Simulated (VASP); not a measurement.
Si:

```
Si
1.0
    -2.25100    2.36850    1.27500
     2.25100   -2.36850    1.27500
     2.25100    2.36850   -1.27500
Si
2
Direct
  0.80700 0.05700 0.75000
  0.19300 0.94300 0.25000
```

Base run:

```yaml
Program: VASP 6.6.1
Functional: PBEsol
Dispersion: D3(BJ)
Potentials_or_basis: VASP PAW PBE potentials, release 64 (Si)
Cutoff: 520 eV
k_mesh: 8 × 8 × 8
Occupations: fermi-dirac, width 0.05 eV
Spin: no spin polarisation
```

Its results: band gap on the k mesh zero (band 4 reaches 13.56 eV, above the bottom of band 5 at 6.84 eV); pressure 8.3 GPa; largest force 0.039 eV/Å.

**Question.** The run is repeated on the same cell with these changes: k mesh from 8 × 8 × 8 to 6 × 6 × 6. What comes out?

**Answer.** Band gap on the k mesh zero (band 4 reaches 13.40 eV, above the bottom of band 5 at 5.66 eV); pressure 7.9 GPa; largest force 0.004 eV/Å.

Caveats: some runs use coarse meshes; the PAW data sets were made with another functional, which shifts forces and pressure a little; pairwise dispersion overbinds metals, which lowers pressure and volume.
